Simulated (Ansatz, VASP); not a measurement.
AlN: VASP beside Ansatz

```
Al N
1.0
     0.00000    2.16587    2.16587
     2.16587    0.00000    2.16587
     2.16587    2.16587    0.00000
Al N
1 1
Direct
  0.00000 0.00000 0.00000
  0.25000 0.25000 0.25000
```

Change from the starting cell: hydrostatic strain -0.9%.

Alike in both runs: task single point; functional r2SCAN; k mesh 10 × 10 × 10; no spin polarisation.

```csv
,VASP,Ansatz
version,VASP 6.6.1,Ansatz 0.2.0
potentials or method,"VASP PAW PBE potentials, release 64 (Al, N)","plane waves, PAW"
plane-wave cutoff (eV),520,500
occupations,"gaussian, width 0.01 eV",fixed
valence electrons in the cell,8,8
```

|  | VASP | Ansatz | Ansatz less VASP |
| --- | --- | --- | --- |
| gap on the k mesh at the Fermi level (eV) | 3.95 | 3.96 | +0.008 |
| pressure (GPa) | 5.4 | 5.8 | +0.38 |

VASP's potentials were made for PBE, not for r2SCAN.
